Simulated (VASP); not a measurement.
Crystal: Pt.

```xyz
1
Lattice="0.0000 1.8688 1.8688 1.8688 0.0000 1.8688 1.8688 1.8688 0.0000" Properties=species:S:1:pos:R:3 pbc="T T T"
Pt    0.0000    0.0000    0.0000
```

- Program: VASP 6.6.1
- Task: relaxation of cell and atoms
- Functional: PBEsol
- Potentials or basis: VASP PAW PBE potentials, release 64 (Pt)
- Cutoff: 600 eV
- k mesh: 10 × 10 × 10
- Occupations: gaussian, width 0.1 eV
- Spin: no spin polarisation

At the start: pressure 59.5 GPa; volume 13.05 Å³/atom.

Problem. How do energy, volume and symmetry change on relaxing?

Solution. Over 5 steps the energy falls by 315.7 meV/atom and the volume is 15.02 Å³/atom (+15.1 %); space group Fm-3m (No. 225, to 0.05 Å).

The path:
| step | energy change (eV) | largest force (eV/Å) | pressure (GPa) | volume (Å³) |
| --- | --- | --- | --- | --- |
| 1 | 0.0000 | 0.0000 | 59.48 | 13.05 |
| 2 | 1.5234 | 0.0000 | -35.52 | 24.51 |
| 3 | -0.2981 | 0.0000 | -9.62 | 15.58 |
| 4 | -0.3147 | 0.0000 | -2.44 | 15.15 |
| 5 | -0.3157 | 0.0000 | 0.04 | 15.02 |

Final structure:
```
CELL_PARAMETERS angstrom
0.00000 1.95835 1.95835
1.95835 0.00000 1.95835
1.95835 1.95835 0.00000
ATOMIC_POSITIONS crystal
Pt 0.00000 0.00000 0.00000
```

Caveat: the volume moved by over 15 % at a fixed basis, so the end points are rough; the PAW data sets were made with another functional, which shifts forces and pressure a little.
